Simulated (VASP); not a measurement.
# BeS5 (P4/mmm) in VASP: further runs

The runs below take BeS5 through single point, relaxation of cell and atoms, with PBE.

Everything below comes from runs of VASP 6.6.1. Logs are shortened: lines on timing, memory, paths and dates and some standing lists are left out, and cuts for length are marked.

### Step 1. The cell of the first run

It takes space group P4/mmm (No. 123, tetragonal). The conventional cell has a = 6.451 Å, b = 6.451 Å, c = 3.280 Å, α = 90.00°, β = 90.00°, γ = 90.00°. Within 4.3 Å of Be (site symmetry 4/mmm) lie 2 Be at 3.28 Å and 16 S at 3.75 Å. S (site symmetry m2m) has 1 S at 1.95 Å within 2.6 Å. Within 3.7 Å of S (site symmetry 4/mmm) lie 10 S at 2.78 to 3.28 Å.

The cell was built from a structure type or drawn by symmetry, and may not be a known phase.

### Step 2. Single point, PBE

The input, INCAR:

```
ALGO     = Normal         # electronic algorithm
EDIFF    = 1E-6           # SCF threshold, eV
ENCUT    = 520            # plane-wave cutoff, eV
GGA      = PE             # functional
ISIF     = 2              # what is computed and relaxed
ISMEAR   = 0              # smearing method
LASPH    = T              # aspherical terms in the spheres
LCHARG   = T              # write CHGCAR
LELF     = T              # ELF
LREAL    = F              # projectors in reciprocal space
LVHAR    = T            
LWAVE    = F              # write WAVECAR
NBANDS   = 25             # bands
NELM     = 60             # most SCF steps
PREC     = Accurate       # precision mode
SIGMA    = 0.1            # smearing width, eV
```

The input, KPOINTS:

```
k-points
0
Gamma
  6 6 12
```

The input, POSCAR:

```
BeS5
1.0
    6.4506679466      0.0000000000      0.0000000000
    0.0000000000      6.4506679466      0.0000000000
    0.0000000000      0.0000000000      3.2800178436
Be S
1 5
Direct
    0.0000000000      0.0000000000      0.5000000000
    0.8487372369      0.5000000000      0.0000000000
    0.1512627631      0.5000000000      0.0000000000
    0.5000000000      0.1512627631      0.0000000000
    0.5000000000      0.8487372369      0.0000000000
    0.5000000000      0.5000000000      0.5000000000
```

Potentials or basis: VASP PAW PBE potentials, release 64 (Be, S).

Started as:

```
$ cat potpaw_PBE.64/Be/POTCAR potpaw_PBE.64/S/POTCAR > POTCAR
$ mpirun -np 1 vasp_std > vasp.out
```

OUTCAR:

```text
EDIFF = 1E-6
   ENCUT = 520
   GGA = PE
   ISIF = 2
   ISMEAR = 0
   LASPH = T
   LREAL = F
   NELM = 60
   PREC = Accurate

 ion  position               nearest neighbor table
   1  0.000  0.000  0.500-
   2  0.849  0.500  0.000-   3 1.95   6 2.78   6 2.78
   3  0.151  0.500  0.000-   2 1.95   6 2.78   6 2.78
   4  0.500  0.151  0.000-   5 1.95   6 2.78   6 2.78
   5  0.500  0.849  0.000-   4 1.95   6 2.78   6 2.78
   6  0.500  0.500  0.500-   2 2.78   3 2.78   4 2.78   5 2.78   2 2.78   3 2.78   4 2.78   5 2.78

  LATTYP: Found a simple tetragonal cell.
 ALAT       =     6.4506679466
 C/A-ratio  =     0.5084772415

  Lattice vectors:

 A1 = (   6.4506679466,   0.0000000000,   0.0000000000)
 A2 = (   0.0000000000,   6.4506679466,   0.0000000000)
 A3 = (   0.0000000000,   0.0000000000,   3.2800178436)

Analysis of symmetry for initial positions (statically):
=====================================================================
 Subroutine PRICEL returns:
 Original cell was already a primitive cell.

 Routine SETGRP: Setting up the symmetry group for a
 simple tetragonal supercell.

 Subroutine GETGRP returns: Found 16 space group operations
 (whereof 16 operations were pure point group operations)
 out of a pool of 16 trial point group operations.

The static configuration has the point symmetry D_4h.

Analysis of symmetry for dynamics (positions and initial velocities):
=====================================================================
 Subroutine PRICEL returns:
 Original cell was already a primitive cell.

 Routine SETGRP: Setting up the symmetry group for a
 simple tetragonal supercell.

 Subroutine GETGRP returns: Found 16 space group operations
 (whereof 16 operations were pure point group operations)
 out of a pool of 16 trial point group operations.

The dynamic configuration has the point symmetry D_4h.

 Subroutine INISYM returns: Found 16 space group operations
 (whereof 16 operations are pure point group operations),
 and found     1 'primitive' translations

----------------------------------------------------------------------------------------

                                     Primitive cell

  volume of cell :     136.4852

  direct lattice vectors                    reciprocal lattice vectors
     6.450667947  0.000000000  0.000000000     0.155022706  0.000000000  0.000000000
     0.000000000  6.450667947  0.000000000     0.000000000  0.155022706  0.000000000
     0.000000000  0.000000000  3.280017844     0.000000000  0.000000000  0.304876390

  length of vectors
     6.450667947  6.450667947  3.280017844     0.155022706  0.155022706  0.304876390

  position of ions in fractional coordinates (direct lattice)
     0.000000000  0.000000000  0.500000000
     0.848737237  0.500000000  0.000000000
     0.151262763  0.500000000  0.000000000
     0.500000000  0.151262763  0.000000000
     0.500000000  0.848737237  0.000000000
     0.500000000  0.500000000  0.500000000

  ion indices of the primitive-cell ions
   primitive index   ion index
                 1           1
                 2           2
                 3           3
                 4           4
                 5           5
                 6           6

----------------------------------------------------------------------------------------

 KPOINTS: k-points

Automatic generation of k-mesh.
 Grid dimensions read from file:
 generate k-points for:    6    6   12

 Generating k-lattice:

  Cartesian coordinates                     Fractional coordinates (reciprocal lattice)
     0.025837118  0.000000000  0.000000000     0.166666667  0.000000000  0.000000000
     0.000000000  0.025837118  0.000000000     0.000000000  0.166666667  0.000000000
     0.000000000  0.000000000  0.025406366     0.000000000  0.000000000  0.083333333

  Length of vectors
     0.025837118  0.025837118  0.025406366

  Shift w.r.t. Gamma in fractional coordinates (k-lattice)
     0.000000000  0.000000000  0.000000000

 Subroutine IBZKPT returns following result:
 ===========================================

 Found     70 irreducible k-points:

 Following reciprocal coordinates:
            Coordinates               Weight
  0.000000  0.000000  0.000000      1.000000
  0.166667  0.000000  0.000000      4.000000
  0.333333  0.000000  0.000000      4.000000
  0.500000  0.000000  0.000000      2.000000
  0.166667  0.166667  0.000000      4.000000
  0.333333  0.166667  0.000000      8.000000
[... 16 lines left out ...]
  0.333333  0.000000  0.166667      8.000000
  0.500000  0.000000  0.166667      4.000000
 [... further k-points ...]
   k-points           NKPTS =     70   k-points in BZ     NKDIM =     70   number of bands    NBANDS=     25
   number of dos      NEDOS =    301   number of ions     NIONS =      6
   total plane-waves  NPLWV =  55296
   dimension x,y,z NGX =    48 NGY =   48 NGZ =   24
   dimension x,y,z NGXF=    96 NGYF=   96 NGZF=   48
   ions per type =               1   5
   NGX,Y,Z   is equivalent  to a cutoff of  12.37, 12.37, 12.16 a.u.
   NGXF,Y,Z  is equivalent  to a cutoff of  24.74, 24.74, 24.33 a.u.
 SYSTEM =  unknown system
   PREC   = accura    normal or accurate (medium, high low for compatibility)
   ISTART =      0    job   : 0-new  1-cont  2-samecut
   ICHARG =      2    charge: 1-file 2-atom 10-const
   ISPIN  =      1    spin polarized calculation?
   LNONCOLLINEAR =      F non collinear calculations
   LSORBIT =      F    spin-orbit coupling
   LASPH  =      T    aspherical Exc in radial PAW
   ENCUT  =  520.0 eV  38.22 Ry    6.18 a.u.  11.99 11.99  6.10*2*pi/ulx,y,z
   NELM   =     60;   NELMIN=  2; NELMDL= -5     # of ELM steps
   EDIFF  = 0.1E-05   stopping-criterion for ELM
   LREAL  =      F    real-space projection
   EDIFFG = 0.1E-04   stopping-criterion for IOM
   NSW    =      0    number of steps for IOM
   IBRION =     -1    ionic relax: 0-MD 1-quasi-New 2-CG
   NFREE  =      0    steps in history (QN), initial steepest desc. (CG)
   ISIF   =      2    stress and relaxation
   ISYM   =      2    0-nonsym 1-usesym 2-fastsym
   POTIM  = 0.5000    time-step for ionic-motion
   TEBEG  =    0.0;   TEEND  =   0.0 temperature during run
   PSTRESS=    0.0 pullay stress
   NELECT =      32.0000    total number of electrons
   NUPDOWN=      -1.0000    fix difference up-down
   EMIN   =  10.00;   EMAX   =-10.00  energy-range for DOS
   EFERMI =   0.00;   METHOD = LEGACY
   ISMEAR =     0;   SIGMA  =   0.10  broadening in eV -4-tet -1-fermi 0-gaus
   EFERMI_NEDOS =   21; number of points for ismear=-14 and -15
   IALGO  =     38    algorithm
   IMIX   =      4    mixing-type and parameters
     AMIX     =   0.40;   BMIX     =  1.00
     AMIX_MAG =   1.60;   BMIX_MAG =  1.00
  volume/ion in A,a.u.               =      22.75       153.51
  Fermi-wavevector in a.u.,A,eV,Ry     =   1.009477  1.907634 13.864924  1.019043
  Thomas-Fermi vector in A             =   2.142407
   LORBIT       =      0    0 simple, 1 ext, 2 COOP (PROOUT), +10 PAW based schemes
   GGA     = PE    functional components
   LHFCALC =     F    Hartree Fock is set to
   AEXX    =    0.0000 exact exchange contribution
   IVDW    =     0    specifies the selected vdW correction
   LEPSILON=     F    determine dielectric tensor
   LRPA    =     F    only Hartree local field effects (RPA)
 non-spin polarized calculation
 Gauss-broadening in eV      SIGMA  =   0.10
  energy-cutoff  :      520.00
  volume of cell :      136.49
 maximum number of plane-waves:      3716
 NGX is ok and might be reduce to    48
   NGX = 23   NGY = 23   NGZ = 13

 number of electron      31.9999992 magnetization

 Free energy of the ion-electron system (eV)
  ---------------------------------------------------
  ext. energy  EPLUGINS =         0.00000000
  ---------------------------------------------------
  free energy    TOTEN  =       -17.96589160 eV

  energy without entropy =      -17.93456616  energy(sigma->0) =      -17.95022888

 E-fermi :   3.0695     XC(G=0):  -8.8130

 val. band max:        3.0649312361   @ k =   0.3333   0.3333   0.1667
 cond. band min:       3.0696086066   @ k =   0.3333   0.1667   0.0000
 fundamental gap:      0.0046773706
 Fermi energy:         3.0694731803

 k-point     1 :       0.0000    0.0000    0.0000
  band No.  band energies     occupation
      1     -13.0516      2.00000
      2     -12.4256      2.00000
      3      -9.5305      2.00000
      4      -8.1196      2.00000
      5      -8.1196      2.00000
      6      -1.3464      2.00000
[... 17 lines left out ...]
     24       8.3588      0.00000
     25       9.5760      0.00000

 k-point     2 :       0.1667    0.0000    0.0000
  band No.  band energies     occupation
      1     -13.0090      2.00000
      2     -12.4553      2.00000
      3      -9.7747      2.00000
      4      -8.1177      2.00000
      5      -7.7317      2.00000
      6      -1.9746      2.00000
[... 17 lines left out ...]
     24       8.4477      0.00000
     25       9.5491      0.00000

 k-point     3 :       0.3333    0.0000    0.0000
  band No.  band energies     occupation
      1     -12.8975      2.00000
      2     -12.5414      2.00000
      3     -10.1048      2.00000
      4      -8.1139      2.00000
      5      -7.0401      2.00000
      6      -2.9333      2.00000
[... 552 lines left out ...]
 k-point    23 :       0.3333    0.0000    0.1667
  band No.  band energies     occupation
      1     -12.7369      2.00000
      2     -12.4166      2.00000
      3      -9.9013      2.00000
      4      -7.9229      2.00000
      5      -7.0095      2.00000
      6      -2.8753      2.00000
[... 17 lines left out ...]
     24       8.2755      0.00000
     25      10.3117      0.00000

 k-point    24 :       0.5000    0.0000    0.1667
  band No.  band energies     occupation
      1     -12.6457      2.00000
      2     -12.4964      2.00000
      3     -10.0190      2.00000
      4      -7.9211      2.00000
      5      -6.7049      2.00000
      6      -3.2182      2.00000
[... 17 lines left out ...]
     24       8.2609      0.00000
     25      10.8192      0.00000

 [... further k-points ...]

------------------------ aborting loop because EDIFF is reached ----------------------------------------

  FORCE on cell =-STRESS in cart. coord.  units (eV):
  Direction    XX          YY          ZZ          XY          YZ          ZX
  --------------------------------------------------------------------------------------
  -------------------------------------------------------------------------------------
  Total       -0.3259984     -0.3259984      0.0003171      0.0000000      0.0000000      0.0000000
  in kB       -3.8268418     -3.8268418      0.0037223      0.0000000      0.0000000      0.0000000
  external PRESSURE =      -2.5499871 kB  Pullay stress =       0.0000000 kB

 VOLUME and BASIS-vectors are now :
 -----------------------------------------------------------------------------
  energy-cutoff  :      520.00
  volume of cell :      136.49
      direct lattice vectors                 reciprocal lattice vectors
     6.450667947  0.000000000  0.000000000     0.155022706  0.000000000  0.000000000
     0.000000000  6.450667947  0.000000000     0.000000000  0.155022706  0.000000000
     0.000000000  0.000000000  3.280017844     0.000000000  0.000000000  0.304876390

 POSITION                                       TOTAL-FORCE (eV/Angst)
 -----------------------------------------------------------------------------------
      0.00000      0.00000      1.64001        -0.000000      0.000000      0.000000
      5.47492      3.22533      0.00000         0.182650     -0.000000      0.000000
      0.97575      3.22533      0.00000        -0.182650      0.000000     -0.000000
      3.22533      0.97575      0.00000         0.000000     -0.182650     -0.000000
      3.22533      5.47492      0.00000         0.000000      0.182650      0.000000
      3.22533      3.22533      1.64001        -0.000000      0.000000      0.000000
 -----------------------------------------------------------------------------------
    total drift:                               -0.000000      0.000000      0.000000

  FREE ENERGIE OF THE ION-ELECTRON SYSTEM (eV)
  ---------------------------------------------------
  free  energy   TOTEN  =       -17.9658916003 eV

  energy  without entropy=      -17.9345661583  energy(sigma->0) =      -17.95022888
```

Wall time 3.8 min (1 thread of Intel Xeon 8259CL, shared host); peak memory 0.33 GiB.

Results:

- Free energy: -17.9659 eV
- Pressure: -0.3 GPa
- Largest force: 0.183 eV/Å
- Band gap on the k mesh: zero (bands 16 and 17 overlap by 1.01 eV)

Forces on the atoms (eV/Å):
```
Be   0.000  0.000  0.000
S    0.183  0.000  0.000
S   -0.183  0.000  0.000
S    0.000 -0.183  0.000
S    0.000  0.183  0.000
S    0.000  0.000  0.000
```

Stress tensor (GPa, compression positive):
```
-0.38  0.00  0.00
 0.00 -0.38  0.00
 0.00  0.00  0.00
```

(Continued in part 2 of 2.)
